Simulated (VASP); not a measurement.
# CaO (P6_3/mmc) in VASP: G0W0 quasiparticle levels with PBE

Aim: the G0W0 quasiparticle levels of CaO with PBE.

All numbers are computed with VASP 6.6.1; they aren't measurements. Logs are shortened: lines on timing, memory, paths and dates and some standing lists are left out, and cuts for length are marked.

## Step 1: The cell of the first run

Symmetry: P6_3/mmc, No. 194, hexagonal system. Conventional cell: a = 3.320 Å, b = 3.320 Å, c = 5.814 Å, α = 90.00°, β = 90.00°, γ = 120.00°. Within 3.4 Å of Ca (site symmetry -3m) lie 6 O at 2.41 Å and 8 Ca at 2.91 to 3.32 Å. O (site symmetry -6m2) has 6 Ca at 2.41 Å and 12 O at 3.32 to 3.48 Å within 3.5 Å.

## Step 2: G0W0 quasiparticle levels, PBE

Input file POSCAR:

```
CaO
1.0
    3.3199366186      0.0000000000      0.0000000000
   -1.6599683093      2.8751494507      0.0000000000
    0.0000000000      0.0000000000      5.8143085453
Ca O
2 2
Direct
    0.0000000000      0.0000000000      0.0000000000
    0.0000000000      0.0000000000      0.5000000000
    0.3333333333      0.6666666667      0.2500000000
    0.6666666667      0.3333333333      0.7500000000
```

Input file INCAR.step1:

```
  ALGO = Normal
  EDIFF = 1E-8
  ENCUT = 500
  GGA = PE
  ISMEAR = 0
  LASPH = T
  LCHARG = F
  LREAL = F
  LWAVE = T
  NELM = 80
  PREC = Accurate
  SIGMA = 0.01
```

Input file INCAR.step2:

```
  ALGO = Exact
  EDIFF = 1E-8
  ENCUT = 500
  GGA = PE
  ISMEAR = 0
  ISTART = 1
  LASPH = T
  LCHARG = F
  LOPTICS = T
  LREAL = F
  LWAVE = T
  NBANDS = 106
  NELM = 1
  PREC = Accurate
  SIGMA = 0.01
```

Input file INCAR.step3:

```
  ALGO = EVGW0
  EDIFF = 1E-8
  ENCUT = 500
  ENCUTGW = 80.0
  GGA = PE
  ISMEAR = 0
  ISTART = 1
  LASPH = T
  LCHARG = F
  LREAL = F
  LWAVE = F
  NBANDS = 106
  NBANDSGW = 24
  NELMGW = 1
  NOMEGA = 96
  OMEGAMAX = 20
  PREC = Accurate
  PRECFOCK = Fast
  SIGMA = 0.01
```

Input file KPOINTS:

```
k-points
0
Gamma
  6 6 4
```

Potentials or basis: VASP PAW PBE potentials, release 64 (Ca_sv_GW, O_GW).

Command:

```console
$ cat potpaw_PBE.64/Ca_sv_GW/POTCAR potpaw_PBE.64/O_GW/POTCAR > POTCAR
$ cp INCAR.step1 INCAR
$ mpirun -np 1 vasp_std > vasp.out
$ cp INCAR.step2 INCAR
$ mpirun -np 1 vasp_std > vasp.out
$ cp INCAR.step3 INCAR
$ mpirun -np 1 vasp_std > vasp.out
```

OUTCAR:

```text
EDIFF = 1E-8
   ENCUT = 500
   ENCUTGW = 80.0
   GGA = PE
   ISMEAR = 0
   ISTART = 1
   LASPH = T
   LREAL = F
   NELMGW = 1
   PREC = Accurate
   PRECFOCK = Fast

 ion  position               nearest neighbor table
   1  0.000  0.000  0.000-   3 2.41   4 2.41   4 2.41   3 2.41   4 2.41   3 2.41   2 2.91   2 2.91

   2  0.000  0.000  0.500-   3 2.41   4 2.41   4 2.41   3 2.41   4 2.41   3 2.41   1 2.91   1 2.91

   3  0.333  0.667  0.250-   1 2.41   2 2.41   1 2.41   2 2.41   1 2.41   2 2.41
   4  0.667  0.333  0.750-   1 2.41   2 2.41   1 2.41   2 2.41   1 2.41   2 2.41

  LATTYP: Found a hexagonal cell.
 ALAT       =     3.3199366186
 C/A-ratio  =     1.7513311889

  Lattice vectors:

 A1 = (   3.3199366186,   0.0000000000,   0.0000000000)
 A2 = (  -1.6599683093,   2.8751494507,   0.0000000000)
 A3 = (   0.0000000000,   0.0000000000,   5.8143085453)

Analysis of symmetry for initial positions (statically):
=====================================================================
 Subroutine PRICEL returns:
 Original cell was already a primitive cell.

 Routine SETGRP: Setting up the symmetry group for a
 hexagonal supercell.

 Subroutine GETGRP returns: Found 24 space group operations
 (whereof 12 operations were pure point group operations)
 out of a pool of 24 trial point group operations.

The static configuration has the point symmetry D_3d.
 The point group associated with its full space group is D_6h.

Analysis of symmetry for dynamics (positions and initial velocities):
=====================================================================
 Subroutine PRICEL returns:
 Original cell was already a primitive cell.

 Routine SETGRP: Setting up the symmetry group for a
 hexagonal supercell.

 Subroutine GETGRP returns: Found 24 space group operations
 (whereof 12 operations were pure point group operations)
 out of a pool of 24 trial point group operations.

The dynamic configuration has the point symmetry D_3d.
 The point group associated with its full space group is D_6h.

 Subroutine INISYM returns: Found 24 space group operations
 (whereof 12 operations are pure point group operations),
 and found     1 'primitive' translations

----------------------------------------------------------------------------------------

                                     Primitive cell

  volume of cell :      55.4994

  direct lattice vectors                    reciprocal lattice vectors
     3.319936619  0.000000000  0.000000000     0.301210570  0.173904003  0.000000000
    -1.659968309  2.875149451  0.000000000     0.000000000  0.347808007  0.000000000
     0.000000000  0.000000000  5.814308545     0.000000000  0.000000000  0.171989497

  length of vectors
     3.319936619  3.319936619  5.814308545     0.347808007  0.347808007  0.171989497

  position of ions in fractional coordinates (direct lattice)
     0.000000000  0.000000000  0.000000000
     0.000000000  0.000000000  0.500000000
     0.333333333  0.666666667  0.250000000
     0.666666667  0.333333333  0.750000000

  ion indices of the primitive-cell ions
   primitive index   ion index
                 1           1
                 2           2
                 3           3
                 4           4

----------------------------------------------------------------------------------------

 KPOINTS: k-points

Automatic generation of k-mesh.
 Grid dimensions read from file:
 generate k-points for:    6    6    4

 Generating k-lattice:

  Cartesian coordinates                     Fractional coordinates (reciprocal lattice)
     0.050201762  0.028984001  0.000000000     0.166666667  0.000000000  0.000000000
     0.000000000  0.057968001  0.000000000     0.000000000  0.166666667  0.000000000
     0.000000000  0.000000000  0.042997374     0.000000000  0.000000000  0.250000000

  Length of vectors
     0.057968001  0.057968001  0.042997374

  Shift w.r.t. Gamma in fractional coordinates (k-lattice)
     0.000000000  0.000000000  0.000000000

 Subroutine IBZKPT returns following result:
 ===========================================

 Found     21 irreducible k-points:

 Following reciprocal coordinates:
            Coordinates               Weight
  0.000000  0.000000  0.000000      1.000000
  0.166667  0.000000  0.000000      6.000000
  0.333333  0.000000  0.000000      6.000000
  0.500000  0.000000  0.000000      3.000000
  0.166667  0.166667  0.000000      6.000000
  0.333333  0.166667  0.000000     12.000000
[... 13 lines left out ...]
  0.333333  0.166667  0.500000     12.000000
  0.333333  0.333333  0.500000      2.000000
   k-points           NKPTS =     21   k-points in BZ     NKDIM =    144   number of bands    NBANDS=    106
   number of dos      NEDOS =    301   number of ions     NIONS =      4
   total plane-waves  NPLWV =  24192
   dimension x,y,z NGX =    24 NGY =   24 NGZ =   42
   dimension x,y,z NGXF=    48 NGYF=   48 NGZF=   84
   ions per type =               2   2
   NGX,Y,Z   is equivalent  to a cutoff of  12.02, 12.02, 12.01 a.u.
   NGXF,Y,Z  is equivalent  to a cutoff of  24.04, 24.04, 24.02 a.u.
 SYSTEM =  unknown system
   PREC   = accura    normal or accurate (medium, high low for compatibility)
   ISTART =      1    job   : 0-new  1-cont  2-samecut
   ICHARG =      0    charge: 1-file 2-atom 10-const
   ISPIN  =      1    spin polarized calculation?
   LNONCOLLINEAR =      F non collinear calculations
   LSORBIT =      F    spin-orbit coupling
   LASPH  =      T    aspherical Exc in radial PAW
   ENCUT  =  500.0 eV  36.75 Ry    6.06 a.u.   6.05  6.05 10.60*2*pi/ulx,y,z
   NELM   =     60;   NELMIN=  2; NELMDL=  0     # of ELM steps
   EDIFF  = 0.1E-07   stopping-criterion for ELM
   LREAL  =      F    real-space projection
   EDIFFG = 0.1E-06   stopping-criterion for IOM
   NSW    =      0    number of steps for IOM
   IBRION =     -1    ionic relax: 0-MD 1-quasi-New 2-CG
   NFREE  =      0    steps in history (QN), initial steepest desc. (CG)
   ISIF   =      0    stress and relaxation
   ISYM   =      3    0-nonsym 1-usesym 2-fastsym
   POTIM  = 0.5000    time-step for ionic-motion
   TEBEG  =    0.0;   TEEND  =   0.0 temperature during run
   PSTRESS=    0.0 pullay stress
   NELECT =      32.0000    total number of electrons
   NUPDOWN=      -1.0000    fix difference up-down
   EMIN   =  10.00;   EMAX   =-10.00  energy-range for DOS
   EFERMI =   0.00;   METHOD = LEGACY
   ISMEAR =     0;   SIGMA  =   0.01  broadening in eV -4-tet -1-fermi 0-gaus
   EFERMI_NEDOS =   21; number of points for ismear=-14 and -15
   IALGO  =     38    algorithm
   IMIX   =      4    mixing-type and parameters
     AMIX     =   0.40;   BMIX     =  1.00
     AMIX_MAG =   1.60;   BMIX_MAG =  1.00
  volume/ion in A,a.u.               =      13.87        93.63
  Fermi-wavevector in a.u.,A,eV,Ry     =   1.362580  2.574903 25.260912  1.856625
  Thomas-Fermi vector in A             =   2.489057
   LORBIT       =      0    0 simple, 1 ext, 2 COOP (PROOUT), +10 PAW based schemes
   GGA     = PE    functional components
   LHFCALC =     T    Hartree Fock is set to
   PRECFOCK=fast      Normal, Fast or Accurate (Low or Medium for compatibility)
   ENCUT4O =  -1.0   cutoff for four orbital integrals eV
   NKREDX  =     1    reduce k-point grid by
   NKREDY  =     1    reduce k-point grid by
   NKREDZ  =     1    reduce k-point grid by
   AEXX    =    1.0000 exact exchange contribution
   HFSCREEN=    0.0000 screening length (either q_TF or 0.3 A-1)
   HFSCREENC=   0.0000 screening length for correlation (either q_TF or 0.3 A-1)
   ENCUTFOCK=  -1.0 apply spherical cutoff to Coloumb kernel
   IVDW    =     0    specifies the selected vdW correction
   LEPSILON=     F    determine dielectric tensor
   LRPA    =     F    only Hartree local field effects (RPA)
   LRPAFORCE           =     F    calculate RPA forces
   ENCUTGW             =  80.0    cutoff for response function in eV
   ENCUTGWSOFT         =  64.0    soft cutoff for Coulomb kernel in GW response function in eV
   ENCUTLF             =  -1.0    cutoff for local field effects
   NELMGW              =     1    number of iterations in solving QP/BSE equation
   NELMHF              =     1    number of iterations in the inner HF iteration
   NKREDLFX            =     1    NKREDLFY  =   1   NKREDLFZ  =   1
 non-spin polarized calculation
 Gauss-broadening in eV      SIGMA  =   0.01
  energy-cutoff  :      500.00
  volume of cell :       55.50
 maximum number of plane-waves:      1431
  NGX = 14; NGY = 14; NGZ = 24
   NGX = 13   NGY = 13   NGZ = 21
 maximum number of plane-waves:        99
 NGX is ok and might be reduce to    10

 QP shifts <psi_nk| G(iteration)W_0 |psi_nk>: iteration 1
 for sc-GW calculations column KS-energies equals QP-energies in previous step
 and V_xc(KS)=  KS-energies - (<T + V_ion + V_H > + <T+V_H+V_ion>^1  + <V_x>^1)

 k-point   1 :       0.0000    0.0000    0.0000
  band No.  KS-energies  QP-energies   sigma(KS)   V_xc(KS)     V^pw_x(r,r')   Z            occupation Imag(sigma)

      1     -33.2922     -35.3434     -23.8976     -20.6045     -34.3943       0.6229       2.0000       0.5420
      2     -33.1230     -35.2107     -24.0417     -20.7486     -34.4985       0.6340       2.0000       0.5251
      3     -15.3835     -17.2705     -21.5195     -18.8626     -27.7824       0.7102       2.0000       0.3225
      4     -14.0418     -16.1709     -22.9177     -20.1048     -28.0564       0.7569       2.0000       0.1542
      5     -14.0418     -16.1709     -22.9177     -20.1048     -28.0564       0.7569       2.0000       0.1542
      6     -13.9079     -16.0248     -23.0386     -20.2392     -28.1511       0.7562       2.0000       0.1325
[... 16 lines left out ...]
     23      12.6407      14.7905     -13.6116     -16.4069      -9.3162       0.7691       0.0000      -0.0773
     24      13.2103      13.8561      -8.7840      -9.5763      -4.6588       0.8150       0.0000      -0.0638

 k-point   2 :       0.1667    0.0000    0.0000
  band No.  KS-energies  QP-energies   sigma(KS)   V_xc(KS)     V^pw_x(r,r')   Z            occupation Imag(sigma)

      1     -33.2699     -35.3227     -23.9175     -20.6280     -34.4118       0.6240       2.0000       0.5422
      2     -33.1042     -35.1975     -24.0635     -20.7676     -34.5139       0.6351       2.0000       0.5319
      3     -15.2689     -17.1980     -21.6625     -18.9635     -27.7580       0.7147       2.0000       0.2983
      4     -14.3344     -16.3884     -22.5084     -19.7251     -28.0038       0.7379       2.0000       0.2014
      5     -14.0789     -16.2171     -22.8840     -20.0613     -28.0294       0.7575       2.0000       0.1631
      6     -14.0510     -16.1904     -22.8861     -20.0627     -28.0234       0.7577       2.0000       0.1596
[... 16 lines left out ...]
     23      12.8170      14.9664     -13.2539     -16.0433      -8.8617       0.7705       0.0000      -0.0795
     24      13.4425      15.9721     -13.3170     -16.5535      -8.7586       0.7816       0.0000      -0.0852

 k-point   3 :       0.3333    0.0000    0.0000
  band No.  KS-energies  QP-energies   sigma(KS)   V_xc(KS)     V^pw_x(r,r')   Z            occupation Imag(sigma)

      1     -33.2250     -35.2810     -23.9571     -20.6759     -34.4475       0.6266       2.0000       0.5415
      2     -33.0664     -35.1737     -24.1076     -20.8066     -34.5455       0.6383       2.0000       0.5449
      3     -15.0519     -17.0350     -21.9064     -19.1579     -27.7583       0.7215       2.0000       0.2598
      4     -14.7757     -16.8054     -22.0613     -19.2696     -27.7919       0.7270       2.0000       0.2570
      5     -14.3267     -16.5043     -22.6082     -19.7385     -27.7896       0.7588       2.0000       0.2023
      6     -14.1520     -16.3051     -22.8186     -19.9769     -27.9768       0.7577       2.0000       0.1794
[... 470 lines left out ...]
      1     -33.1258     -35.2150     -24.0535     -20.7618     -34.5123       0.6347       2.0000       0.5466
      2     -33.1258     -35.2150     -24.0535     -20.7618     -34.5123       0.6347       2.0000       0.5466
      3     -14.6962     -16.7131     -22.1151     -19.3426     -27.8566       0.7275       2.0000       0.2464
      4     -14.6962     -16.7131     -22.1151     -19.3426     -27.8566       0.7275       2.0000       0.2464
      5     -14.3159     -16.4519     -22.6667     -19.8323     -27.8760       0.7536       2.0000       0.1894
      6     -14.3159     -16.4519     -22.6667     -19.8323     -27.8760       0.7536       2.0000       0.1894
[... 16 lines left out ...]
     23      13.2320      15.9236     -13.3039     -16.7845      -8.5525       0.7733       0.0000      -0.0893
     24      13.2320      15.9236     -13.3039     -16.7845      -8.5525       0.7733       0.0000      -0.0893

 k-point  21 :       0.3333    0.3333    0.5000
  band No.  KS-energies  QP-energies   sigma(KS)   V_xc(KS)     V^pw_x(r,r')   Z            occupation Imag(sigma)

      1     -33.1154     -35.2070     -24.0641     -20.7729     -34.5210       0.6355       2.0000       0.5481
      2     -33.1154     -35.2070     -24.0641     -20.7729     -34.5210       0.6355       2.0000       0.5481
      3     -14.6166     -16.6049     -22.1755     -19.4362     -27.9372       0.7258       2.0000       0.2224
      4     -14.6166     -16.6049     -22.1755     -19.4362     -27.9372       0.7258       2.0000       0.2224
      5     -14.3933     -16.5920     -22.5568     -19.6616     -27.7543       0.7594       2.0000       0.2263
      6     -14.3933     -16.5920     -22.5568     -19.6616     -27.7543       0.7594       2.0000       0.2263
[... 16 lines left out ...]
     23      12.9859      15.6704     -13.0923     -16.4708      -8.4938       0.7946       0.0000      -0.0811
     24      12.9859      15.6704     -13.0923     -16.4708      -8.4938       0.7946       0.0000      -0.0811
```

It took 9.9 min on 1 thread of Intel Xeon 6975P-C (Granite Rapids), shared host; peak memory 1.1 GiB.

What came out:

```yaml
Quasiparticle_gap: 6.03 eV
Least_direct_quasiparticle_gap: 6.03 eV
Band_gap_of_the_starting_levels_on_the_mesh: 3.85 eV
Least_direct_gap_of_the_starting_levels_on_the_mesh: 3.85 eV
```

Caveat: the k points lie up to 0.36 Å⁻¹ apart; bands, screening cutoff and mesh are small and nothing is extrapolated, so the quasiparticle values aren't converged.
